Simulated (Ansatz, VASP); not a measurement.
# ZnRe: VASP beside Ansatz

```
Zn Re
1.0
     2.74311    0.00000    0.00000
    -1.37156    2.37560    0.00000
     0.00000    0.00000    4.47736
Zn Re
1 1
Direct
  0.00000 0.00000 0.00000
  0.33333 0.66667 0.50000
```

Alike in both runs: functional PBE; k mesh 24 × 24 × 12; occupations gaussian, width 0.1 eV; no spin polarisation.

Ansatz relaxed the structure, and its values are those at the end. VASP's run is a single point on that final structure, the one shown.

```csv
,VASP,Ansatz
version,VASP 6.6.1,Ansatz 0.2.0
potentials or method,"VASP PAW PBE potentials, release 64 (Zn, Re), cutoff 520 eV","scalar-relativistic, plane waves, PAW"
valence electrons in the cell,19,27
```

|  | VASP | Ansatz | Ansatz less VASP |
| --- | --- | --- | --- |
| gap on the k mesh at the Fermi level (eV) | none | none | - |
| pressure (GPa) | 0.0 | 0.0 | +0.03 |

A gap of «none» marks a metal or a gap that the smearing closes. With one functional, cell and mesh, what is left measures potentials, basis and numerics. VASP's potentials hold 19 valence electrons a cell and Ansatz's 27, so a difference there can come from the potentials and not from the codes.

Spin-orbit coupling is off throughout.
